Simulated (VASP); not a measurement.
# Hf3SiMo (Pm-3m) in VASP: notebook

Hf3SiMo is run at these levels: PBE; tasks: single point, relaxation of cell and atoms.

All numbers are computed with VASP 6.6.1; they aren't measurements. Logs are shortened: lines on timing, memory, paths and dates and some standing lists are left out, and cuts for length are marked.

## 1. The cell of the first run

The structure is cubic, space group Pm-3m (No. 221). The conventional cell has a = 4.468 Å, b = 4.468 Å, c = 4.468 Å, α = 90.00°, β = 90.00°, γ = 90.00°. Hf (site symmetry 4/mmm) has 2 Si at 2.23 Å within 3.0 Å. Si (site symmetry m-3m) has 6 Hf at 2.23 Å within 3.0 Å. Mo (site symmetry m-3m) has 12 Hf at 3.16 Å and 8 Si at 3.87 Å within 4.2 Å.

The cell was built from a structure type or drawn by symmetry, and may not be a known phase.

## 2. Single point, PBE

INCAR

```
PREC = Accurate ; ENCUT = 520
EDIFF = 1E-6 ; ISMEAR = 0
SIGMA = 0.1 ; LREAL = F
LASPH = T ; NELM = 80
ALGO = Fast ; ISIF = 2
LWAVE = F ; LCHARG = F
GGA = PE ; NBANDS = 32
```

KPOINTS

```
regular mesh
0
Gamma
  4 4 4
```

POSCAR

```
Hf3SiMo
1.0
    4.4678130600      0.0000000000      0.0000000000
    0.0000000000      4.4678130600      0.0000000000
    0.0000000000      0.0000000000      4.4678130600
Hf Si Mo
3 1 1
Direct
    0.0000000000      0.5000000000      0.5000000000
    0.5000000000      0.0000000000      0.5000000000
    0.5000000000      0.5000000000      0.0000000000
    0.5000000000      0.5000000000      0.5000000000
    0.0000000000      0.0000000000      0.0000000000
```

Potentials or basis: VASP PAW PBE potentials, release 64 (Hf_pv, Si, Mo_sv).

Launch:

```
$ cat potpaw_PBE.64/Hf_pv/POTCAR potpaw_PBE.64/Si/POTCAR potpaw_PBE.64/Mo_sv/POTCAR > POTCAR
$ mpirun -np 1 vasp_std > vasp.out
```

OUTCAR:

```text
PREC = Accurate
   ENCUT = 520
   EDIFF = 1E-6
   ISMEAR = 0
   LREAL = F
   LASPH = T
   NELM = 80
   ISIF = 2
   GGA = PE

 ion  position               nearest neighbor table
   1  0.000  0.500  0.500-   4 2.23   4 2.23   2 3.16   5 3.16   3 3.16   5 3.16   2 3.16   5 3.16
                             5 3.16   2 3.16   3 3.16   3 3.16   3 3.16   2 3.16
   2  0.500  0.000  0.500-   4 2.23   4 2.23   1 3.16   5 3.16   3 3.16   5 3.16   1 3.16   3 3.16
                             3 3.16   3 3.16   1 3.16   5 3.16   5 3.16   1 3.16
   3  0.500  0.500  0.000-   4 2.23   4 2.23   1 3.16   5 3.16   1 3.16   2 3.16   2 3.16   2 3.16
                             5 3.16   2 3.16   1 3.16   5 3.16   1 3.16   5 3.16
   4  0.500  0.500  0.500-   1 2.23   2 2.23   3 2.23   3 2.23   2 2.23   1 2.23
   5  0.000  0.000  0.000-   1 3.16   2 3.16   3 3.16   1 3.16   2 3.16   1 3.16   3 3.16   1 3.16
                             2 3.16   3 3.16   2 3.16   3 3.16

  LATTYP: Found a simple cubic cell.
 ALAT       =     4.4678130600

  Lattice vectors:

 A1 = (   4.4678130600,   0.0000000000,   0.0000000000)
 A2 = (   0.0000000000,   4.4678130600,   0.0000000000)
 A3 = (   0.0000000000,   0.0000000000,   4.4678130600)

Analysis of symmetry for initial positions (statically):
=====================================================================
 Subroutine PRICEL returns:
 Original cell was already a primitive cell.

 Routine SETGRP: Setting up the symmetry group for a
 simple cubic supercell.

 Subroutine GETGRP returns: Found 48 space group operations
 (whereof 48 operations were pure point group operations)
 out of a pool of 48 trial point group operations.

The static configuration has the point symmetry O_h .

Analysis of symmetry for dynamics (positions and initial velocities):
=====================================================================
 Subroutine PRICEL returns:
 Original cell was already a primitive cell.

 Routine SETGRP: Setting up the symmetry group for a
 simple cubic supercell.

 Subroutine GETGRP returns: Found 48 space group operations
 (whereof 48 operations were pure point group operations)
 out of a pool of 48 trial point group operations.

The dynamic configuration has the point symmetry O_h .

 Subroutine INISYM returns: Found 48 space group operations
 (whereof 48 operations are pure point group operations),
 and found     1 'primitive' translations

----------------------------------------------------------------------------------------

                                     Primitive cell

  volume of cell :      89.1836

  direct lattice vectors                    reciprocal lattice vectors
     4.467813060  0.000000000  0.000000000     0.223823152  0.000000000  0.000000000
     0.000000000  4.467813060  0.000000000     0.000000000  0.223823152  0.000000000
     0.000000000  0.000000000  4.467813060     0.000000000  0.000000000  0.223823152

  length of vectors
     4.467813060  4.467813060  4.467813060     0.223823152  0.223823152  0.223823152

  position of ions in fractional coordinates (direct lattice)
     0.000000000  0.500000000  0.500000000
     0.500000000  0.000000000  0.500000000
     0.500000000  0.500000000  0.000000000
     0.500000000  0.500000000  0.500000000
     0.000000000  0.000000000  0.000000000

  ion indices of the primitive-cell ions
   primitive index   ion index
                 1           1
                 2           2
                 3           3
                 4           4
                 5           5

----------------------------------------------------------------------------------------

 KPOINTS: regular mesh

Automatic generation of k-mesh.
 Grid dimensions read from file:
 generate k-points for:    4    4    4

 Generating k-lattice:

  Cartesian coordinates                     Fractional coordinates (reciprocal lattice)
     0.055955788  0.000000000  0.000000000     0.250000000  0.000000000  0.000000000
     0.000000000  0.055955788  0.000000000     0.000000000  0.250000000  0.000000000
     0.000000000  0.000000000  0.055955788     0.000000000  0.000000000  0.250000000

  Length of vectors
     0.055955788  0.055955788  0.055955788

  Shift w.r.t. Gamma in fractional coordinates (k-lattice)
     0.000000000  0.000000000  0.000000000

 Subroutine IBZKPT returns following result:
 ===========================================

 Found     10 irreducible k-points:

 Following reciprocal coordinates:
            Coordinates               Weight
  0.000000  0.000000  0.000000      1.000000
  0.250000  0.000000  0.000000      6.000000
  0.500000  0.000000  0.000000      3.000000
  0.250000  0.250000  0.000000     12.000000
  0.500000  0.250000  0.000000     12.000000
  0.500000  0.500000  0.000000      3.000000
  0.250000  0.250000  0.250000      8.000000
  0.500000  0.250000  0.250000     12.000000
  0.500000  0.500000  0.250000      6.000000
  0.500000  0.500000  0.500000      1.000000
   k-points           NKPTS =     10   k-points in BZ     NKDIM =     10   number of bands    NBANDS=     32
   number of dos      NEDOS =    301   number of ions     NIONS =      5
   total plane-waves  NPLWV =  46656
   dimension x,y,z NGX =    36 NGY =   36 NGZ =   36
   dimension x,y,z NGXF=    72 NGYF=   72 NGZF=   72
   ions per type =               3   1   1
   NGX,Y,Z   is equivalent  to a cutoff of  13.40, 13.40, 13.40 a.u.
   NGXF,Y,Z  is equivalent  to a cutoff of  26.79, 26.79, 26.79 a.u.
 SYSTEM =  unknown system
   PREC   = accura    normal or accurate (medium, high low for compatibility)
   ISTART =      0    job   : 0-new  1-cont  2-samecut
   ICHARG =      2    charge: 1-file 2-atom 10-const
   ISPIN  =      1    spin polarized calculation?
   LNONCOLLINEAR =      F non collinear calculations
   LSORBIT =      F    spin-orbit coupling
   LASPH  =      T    aspherical Exc in radial PAW
   ENCUT  =  520.0 eV  38.22 Ry    6.18 a.u.   8.31  8.31  8.31*2*pi/ulx,y,z
   NELM   =     80;   NELMIN=  2; NELMDL= -5     # of ELM steps
   EDIFF  = 0.1E-05   stopping-criterion for ELM
   LREAL  =      F    real-space projection
   EDIFFG = 0.1E-04   stopping-criterion for IOM
   NSW    =      0    number of steps for IOM
   IBRION =     -1    ionic relax: 0-MD 1-quasi-New 2-CG
   NFREE  =      0    steps in history (QN), initial steepest desc. (CG)
   ISIF   =      2    stress and relaxation
   ISYM   =      2    0-nonsym 1-usesym 2-fastsym
   POTIM  = 0.5000    time-step for ionic-motion
   TEBEG  =    0.0;   TEEND  =   0.0 temperature during run
   PSTRESS=    0.0 pullay stress
   NELECT =      48.0000    total number of electrons
   NUPDOWN=      -1.0000    fix difference up-down
   EMIN   =  10.00;   EMAX   =-10.00  energy-range for DOS
   EFERMI =   0.00;   METHOD = LEGACY
   ISMEAR =     0;   SIGMA  =   0.10  broadening in eV -4-tet -1-fermi 0-gaus
   EFERMI_NEDOS =   21; number of points for ismear=-14 and -15
   IALGO  =     68    algorithm
   IMIX   =      4    mixing-type and parameters
     AMIX     =   0.40;   BMIX     =  1.00
     AMIX_MAG =   1.60;   BMIX_MAG =  1.00
  volume/ion in A,a.u.               =      17.84       120.37
  Fermi-wavevector in a.u.,A,eV,Ry     =   1.331661  2.516474 24.127486  1.773320
  Thomas-Fermi vector in A             =   2.460655
   LORBIT       =      0    0 simple, 1 ext, 2 COOP (PROOUT), +10 PAW based schemes
   GGA     = PE    functional components
   LHFCALC =     F    Hartree Fock is set to
   AEXX    =    0.0000 exact exchange contribution
   IVDW    =     0    specifies the selected vdW correction
   LEPSILON=     F    determine dielectric tensor
   LRPA    =     F    only Hartree local field effects (RPA)
 non-spin polarized calculation
 RMM-DIIS sequential band-by-band and
 Gauss-broadening in eV      SIGMA  =   0.10
  energy-cutoff  :      520.00
  volume of cell :       89.18
 maximum number of plane-waves:      2469
 NGX is ok and might be reduce to    36
   NGX = 17   NGY = 17   NGZ = 17

 number of electron      47.9999992 magnetization

 Free energy of the ion-electron system (eV)
  ---------------------------------------------------
  ext. energy  EPLUGINS =         0.00000000
  ---------------------------------------------------
  free energy    TOTEN  =       -40.47760244 eV

  energy without entropy =      -40.45546459  energy(sigma->0) =      -40.46653351

 E-fermi :   6.7401     XC(G=0): -11.9042

 val. band max:        6.7089639130   @ k =   0.2500   0.0000   0.0000
 cond. band min:       6.8053456667   @ k =   0.5000   0.5000   0.0000
 fundamental gap:      0.0963817538
 Fermi energy:         6.7401378624

 k-point     1 :       0.0000    0.0000    0.0000
  band No.  band energies     occupation
      1     -53.7596      2.00000
      2     -27.8108      2.00000
      3     -27.8108      2.00000
      4     -27.8108      2.00000
      5     -23.4189      2.00000
      6     -23.4189      2.00000
[... 24 lines left out ...]
     31      12.9004      0.00000
     32      12.9010      0.00000

 k-point     2 :       0.2500    0.0000    0.0000
  band No.  band energies     occupation
      1     -53.7595      2.00000
      2     -27.8100      2.00000
      3     -27.8093      2.00000
      4     -27.8093      2.00000
      5     -23.3834      2.00000
      6     -23.3834      2.00000
[... 24 lines left out ...]
     31      10.7549      0.00000
     32      10.7549      0.00000

 k-point     3 :       0.5000    0.0000    0.0000
  band No.  band energies     occupation
      1     -53.7595      2.00000
      2     -27.8092      2.00000
      3     -27.8077      2.00000
      4     -27.8077      2.00000
      5     -23.3426      2.00000
      6     -23.3426      2.00000
[... 24 lines left out ...]
     31       9.9715      0.00000
     32       9.9715      0.00000

 k-point     4 :       0.2500    0.2500    0.0000
  band No.  band energies     occupation
      1     -53.7595      2.00000
      2     -27.8119      2.00000
      3     -27.8085      2.00000
      4     -27.8078      2.00000
      5     -23.4972      2.00000
      6     -23.3451      2.00000
[... 24 lines left out ...]
     31      10.0550      0.00000
     32      11.3608      0.00000

 k-point     5 :       0.5000    0.2500    0.0000
  band No.  band energies     occupation
      1     -53.7595      2.00000
      2     -27.8112      2.00000
      3     -27.8104      2.00000
      4     -27.8062      2.00000
      5     -23.5327      2.00000
      6     -23.3004      2.00000
[... 24 lines left out ...]
     31      10.1248      0.00000
     32      11.0137      0.00000

 k-point     6 :       0.5000    0.5000    0.0000
  band No.  band energies     occupation
      1     -53.7594      2.00000
      2     -27.8131      2.00000
      3     -27.8131      2.00000
      4     -27.8048      2.00000
      5     -23.6204      2.00000
      6     -23.2492      2.00000
[... 24 lines left out ...]
     31       9.9098      0.00000
     32      10.5908      0.00000

 k-point     7 :       0.2500    0.2500    0.2500
  band No.  band energies     occupation
      1     -53.7595      2.00000
      2     -27.8122      2.00000
      3     -27.8122      2.00000
      4     -27.8070      2.00000
      5     -23.6340      2.00000
      6     -23.1695      2.00000
[... 24 lines left out ...]
     31       9.8345      0.00000
     32      10.1692      0.00000

 k-point     8 :       0.5000    0.2500    0.2500
  band No.  band energies     occupation
      1     -53.7594      2.00000
      2     -27.8132      2.00000
      3     -27.8125      2.00000
      4     -27.8090      2.00000
      5     -23.7055      2.00000
      6     -23.1285      2.00000
[... 24 lines left out ...]
     31       9.8848      0.00000
     32      10.8105      0.00000

 k-point     9 :       0.5000    0.5000    0.2500
  band No.  band energies     occupation
      1     -53.7594      2.00000
      2     -27.8153      2.00000
      3     -27.8153      2.00000
      4     -27.8112      2.00000
      5     -23.8079      2.00000
      6     -23.0714      2.00000
[... 24 lines left out ...]
     31      10.0550      0.00000
     32      11.1807      0.00000

 k-point    10 :       0.5000    0.5000    0.5000
  band No.  band energies     occupation
      1     -53.7593      2.00000
      2     -27.8175      2.00000
      3     -27.8175      2.00000
      4     -27.8175      2.00000
      5     -23.9289      2.00000
      6     -23.0621      2.00000
[... 24 lines left out ...]
     31      10.8820      0.00000
     32      10.8820      0.00000

------------------------ aborting loop because EDIFF is reached ----------------------------------------

  FORCE on cell =-STRESS in cart. coord.  units (eV):
  Direction    XX          YY          ZZ          XY          YZ          ZX
  --------------------------------------------------------------------------------------
  -------------------------------------------------------------------------------------
  Total       21.6377697     21.6377697     21.6377697     -0.0000000     -0.0000000     -0.0000000
  in kB      388.7210835    388.7210835    388.7210835     -0.0000000     -0.0000000     -0.0000000
  external PRESSURE =     388.7210835 kB  Pullay stress =       0.0000000 kB

 VOLUME and BASIS-vectors are now :
 -----------------------------------------------------------------------------
  energy-cutoff  :      520.00
  volume of cell :       89.18
      direct lattice vectors                 reciprocal lattice vectors
     4.467813060  0.000000000  0.000000000     0.223823152  0.000000000  0.000000000
     0.000000000  4.467813060  0.000000000     0.000000000  0.223823152  0.000000000
     0.000000000  0.000000000  4.467813060     0.000000000  0.000000000  0.223823152

 POSITION                                       TOTAL-FORCE (eV/Angst)
 -----------------------------------------------------------------------------------
      0.00000      2.23391      2.23391         0.000000      0.000000      0.000000
      2.23391      0.00000      2.23391         0.000000      0.000000      0.000000
      2.23391      2.23391      0.00000         0.000000      0.000000      0.000000
      2.23391      2.23391      2.23391         0.000000      0.000000      0.000000
      0.00000      0.00000      0.00000         0.000000      0.000000      0.000000
 -----------------------------------------------------------------------------------
    total drift:                                0.000000      0.000000      0.000000

  FREE ENERGIE OF THE ION-ELECTRON SYSTEM (eV)
  ---------------------------------------------------
  free  energy   TOTEN  =       -40.4776024392 eV

  energy  without entropy=      -40.4554645886  energy(sigma->0) =      -40.46653351
```

It took 31 s on 1 thread of Intel Xeon 6975P-C (Granite Rapids), shared host; peak memory 0.21 GiB.

What came out:

* Free energy: -40.4776 eV
* Pressure: 38.9 GPa
* Band gap on the k mesh: zero (bands 24 and 25 overlap by 0.93 eV)

Caveat: the cell stands under pressure; spin-orbit coupling is left out, which moves the levels of the heavy elements.

## 3. Single point, PBE

This run uses another cell than the first one, of 22.38 Å³/atom.

INCAR

```
SYSTEM = Hf3SiMo
PREC = Accurate
ENCUT = 520
EDIFF = 1E-6
ISMEAR = 0
SIGMA = 0.1
LREAL = .FALSE.
LASPH = .TRUE.
NELM = 100
ALGO = Normal
ISIF = 2
LWAVE = .FALSE.
LCHARG = .FALSE.
GGA = PE
NBANDS = 32
```

KPOINTS

```
regular mesh
0
G
  4 4 4
  0 0 0
```

Changes to POSCAR since step 2:

```diff
@@ -2,5 +2,5 @@
 1.0
-    4.4678130600      0.0000000000      0.0000000000
-    0.0000000000      4.4678130600      0.0000000000
-    0.0000000000      0.0000000000      4.4678130600
+    4.8186678638      0.0000000000      0.0000000000
+    0.0000000000      4.8186678638      0.0000000000
+    0.0000000000      0.0000000000      4.8186678638
 Hf Si Mo
```

Potentials or basis: VASP PAW PBE potentials, release 64 (Hf_pv, Si, Mo_sv).

Launch:

```
$ cat potpaw_PBE.64/Hf_pv/POTCAR potpaw_PBE.64/Si/POTCAR potpaw_PBE.64/Mo_sv/POTCAR > POTCAR
$ mpirun -np 1 vasp_std > vasp.out
```

It took 33 s on 1 thread of Intel Xeon 6975P-C (Granite Rapids), shared host; peak memory 0.21 GiB.

It converged, with:

| Property | Result |
| --- | --- |
| Free energy | -42.8324 eV |
| Pressure | 0.2 GPa |
| Band gap on the k mesh | zero (bands 24 and 25 overlap by 0.53 eV) |

Levels at points of the mesh, in eV from the Fermi level:
| k point | band 21 | band 22 | band 23 | band 24 | band 25 | band 26 | band 27 | band 28 |
| --- | --- | --- | --- | --- | --- | --- | --- | --- |
| (0.00, 0.00, 0.00) | -0.42 | -0.42 | -0.42 | 0.48 | 0.48 | 0.48 | 1.88 | 1.88 |
| (0.50, 0.00, 0.00) | -0.93 | -0.70 | -0.41 | -0.41 | 0.49 | 0.58 | 0.58 | 1.63 |
| (0.50, 0.50, 0.00) | -0.80 | -0.53 | -0.53 | -0.34 | 0.24 | 0.48 | 1.48 | 1.48 |
| (0.50, 0.50, 0.50) | -0.76 | 0.16 | 0.16 | 0.37 | 0.37 | 0.37 | 1.45 | 1.45 |

Caveat: spin-orbit coupling is left out, which moves the levels of the heavy elements.

## 4. Single point, PBE

This run uses another cell than the first one, of 22.43 Å³/atom.

INCAR

```
ALGO = Fast
EDIFF = 1E-6
ENCUT = 520
GGA = PE
ISIF = 2
ISMEAR = 0
LASPH = T
LCHARG = T
LELF = T
LREAL = F
LVHAR = T
LWAVE = F
NBANDS = 32
NELM = 100
PREC = Accurate
SIGMA = 0.1
```

KPOINTS

```
k-points
0
Gamma
  8 8 8
```

Changes to POSCAR since step 3:

```diff
@@ -2,5 +2,5 @@
 1.0
-    4.8186678638      0.0000000000      0.0000000000
-    0.0000000000      4.8186678638      0.0000000000
-    0.0000000000      0.0000000000      4.8186678638
+    4.8221911968      0.0000000000      0.0000000000
+    0.0000000000      4.8221911968      0.0000000000
+    0.0000000000      0.0000000000      4.8221911968
 Hf Si Mo
```

Launch:

```
$ cat potpaw_PBE.64/Hf_pv/POTCAR potpaw_PBE.64/Si/POTCAR potpaw_PBE.64/Mo_sv/POTCAR > POTCAR
$ mpirun -np 1 vasp_std > vasp.out
```

It took 79 s on 1 thread of Intel Xeon 6975P-C (Granite Rapids), shared host; peak memory 0.28 GiB.

The run converged. Its results:

```yaml
Free_energy: -42.8659 eV
Pressure: 0.0 GPa
Band_gap_on_the_k_mesh: zero (bands 24 and 25 overlap by 0.57 eV)
```

Levels at points of the mesh, in eV from the Fermi level:
```csv
k point,band 21,band 22,band 23,band 24,band 25,band 26,band 27,band 28
"(0.00, 0.00, 0.00)",-0.46,-0.46,-0.46,0.46,0.46,0.46,1.85,1.85
"(0.50, 0.00, 0.00)",-0.96,-0.72,-0.44,-0.44,0.47,0.56,0.56,1.59
"(0.50, 0.50, 0.00)",-0.82,-0.56,-0.56,-0.36,0.21,0.47,1.44,1.44
"(0.50, 0.50, 0.50)",-0.78,0.14,0.14,0.34,0.34,0.34,1.41,1.41
```

Caveat: spin-orbit coupling is left out, which moves the levels of the heavy elements.

(Part 1 of 2 ends here.)
